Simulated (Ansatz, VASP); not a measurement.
## Two plane-wave programs on KZnF3

```
CELL_PARAMETERS angstrom
4.05000 0.00000 0.00000
0.00000 4.05000 -0.04050
0.00000 -0.04050 4.05000
ATOMIC_POSITIONS crystal
K 0.00000 0.00000 0.00000
Zn 0.50000 0.50000 0.50000
F 0.50000 0.50000 0.00000
F 0.00000 0.50000 0.50000
F 0.50000 0.00000 0.50000
```

Change from the starting cell: strain -0.0200 x Voigt [0, 0, 0, 1, 0, 0], atoms carried along.

Alike in both runs: task single point; functional LDA; k mesh 6 × 6 × 6; occupations gaussian, width 0.05 eV; no spin polarisation.

|  | VASP | Ansatz |
| --- | --- | --- |
| version | VASP 6.6.1 | Ansatz 0.2.0 |
| potentials or method | VASP PAW LDA potentials, release 64 (K_sv, Zn, F), cutoff 520 eV | scalar-relativistic, plane waves, PAW |
| valence electrons in the cell | 42 | 42 |

VASP gave:

- gap on the k mesh at the Fermi level (eV): 3.59
- least direct gap on the mesh (eV): 5.35
- pressure (GPa): -4.4
- traceless stress, the component that is largest in VASP (GPa): 0.65

Problem. Which values does Ansatz return?

Solution. gap on the k mesh at the Fermi level (eV): 3.63; least direct gap on the mesh (eV): 5.38; pressure (GPa): -4.8; traceless stress, the component that is largest in VASP (GPa): 0.66.

LDA's correlation is that of Perdew and Zunger in VASP and of Perdew and Wang (1992) in Ansatz.
